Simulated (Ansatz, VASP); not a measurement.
**TiO2: VASP beside Ansatz**

```
CELL_PARAMETERS angstrom
4.99993 0.00000 0.00000
0.00000 4.99993 0.00000
0.00000 0.00000 2.82896
ATOMIC_POSITIONS crystal
Ti 0.00000 0.00000 0.00000
Ti 0.50000 0.50000 0.50000
O 0.30510 0.30510 0.00000
O 0.19490 0.80510 0.50000
O 0.69490 0.69490 0.00000
O 0.80510 0.19490 0.50000
```

Alike in both runs: task single point; functional PBE; k mesh 8 × 8 × 10; occupations gaussian, width 0.05 eV; no spin polarisation.

```csv
,VASP,Ansatz
version,VASP 6.6.1,Ansatz 0.2.0
potentials or method,"VASP PAW PBE potentials, release 64 (Ti_sv, O), cutoff 520 eV","scalar-relativistic, plane waves, PAW"
valence electrons in the cell,48,48
```

|  | VASP | Ansatz | Ansatz less VASP |
| --- | --- | --- | --- |
| gap on the k mesh at the Fermi level (eV) | 1.72 | 1.73 | +0.015 |
| least direct gap on the mesh (eV) | 1.76 | 1.78 | +0.014 |
| pressure (GPa) | -12.7 | -13.3 | -0.55 |
| traceless stress, the component that is largest in VASP (GPa) | 16.47 | 16.18 | -0.282 |
| rms of the force components (eV/Å) | 0.393 | 0.420 | +0.0266 |

Atom by atom the forces differ by 0.027 eV/Å (rms over components).
